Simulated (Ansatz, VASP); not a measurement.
**Ta4O: VASP beside Ansatz**

INCAR

```
  ALGO = Normal
  EDIFF = 1E-6
  ENCUT = 600
  GGA = PE
  GGA_COMPAT = F
  ISIF = 2
  ISMEAR = 0
  ISPIN = 2
  LASPH = T
  LCHARG = T
  LELF = T
  LMAXMIX = 4
  LORBIT = 11
  LREAL = F
  LVHAR = T
  LWAVE = F
  MAGMOM = 1 1 1 1 0
  NBANDS = 41
  NELM = 200
  PREC = Accurate
  SIGMA = 0.1
```

Contents of KPOINTS:

```
k-points
0
Gamma
  6 6 6
```

Contents of POSCAR:

```
Ta4O
1.0
    2.7319256800      1.5772780300      2.8250314000
   -2.7319256800      1.5772780300      2.8250314000
    0.0000000000     -3.1545560600      2.8250314000
Ta O
4 1
Direct
    0.3294392500      0.8710097800      0.3294392500
    0.3294392500      0.3294392500      0.8710097800
    0.8710097800      0.3294392500      0.3294392500
    0.6610006300      0.6610006300      0.6610006300
    0.1376056100      0.1376056100      0.1376056100
```

Input for Ansatz:

```yaml
crystal:
  lattice:
    - [2.73192568, 1.57727803, 2.8250314]
    - [-2.73192568, 1.57727803, 2.8250314]
    - [0.0, -3.15455606, 2.8250314]
  atoms:
    - { symbol: Ta, position: [0.32943925, 0.87100978, 0.32943925], spin: 1.0 }
    - { symbol: Ta, position: [0.32943925, 0.32943925, 0.87100978], spin: 1.0 }
    - { symbol: Ta, position: [0.87100978, 0.32943925, 0.32943925], spin: 1.0 }
    - { symbol: Ta, position: [0.66100063, 0.66100063, 0.66100063], spin: 1.0 }
    - { symbol: O, position: [0.13760561, 0.13760561, 0.13760561] }
basis:
  ecutwfc: 420
kpoints:
  mp_grid: { grid: [6, 6, 6] }
hamiltonian:
  xc: pbe
scf:
  occupations: { method: gaussian, width: 0.1 }
  lower_state_search: "off"
output:
  forces: true
  stress: true
  eigenvalues: true
  populations: true
magnetization:
  spin_polarized: true
```

Alike in both runs: task single point; functional PBE; k mesh 6 × 6 × 6; occupations gaussian, width 0.1 eV; collinear spin.

|  | VASP | Ansatz |
| --- | --- | --- |
| version | VASP 6.6.1 | Ansatz 0.2.0 |
| potentials or method | VASP PAW PBE potentials, release 64 (Ta_sv_GW, O), cutoff 600 eV | scalar-relativistic, plane waves, PAW |
| valence electrons in the cell | 58 | 58 |

```tsv
	VASP	Ansatz	Ansatz less VASP
gap on the k mesh at the Fermi level (eV)	none	none	-
rms of the force components (eV/Å)	16.683	16.431	-0.2518
net moment per atom (μB)	0.00	0.00	0.000
```

Atom by atom the forces differ by 0.256 eV/Å (rms over components). A gap of «none» marks a metal or a gap that the smearing closes. The functional is the same, so the differences come from potentials, cutoffs and numerics. Ansatz's warnings: seeded moment not kept.

Spin-orbit coupling is off throughout.
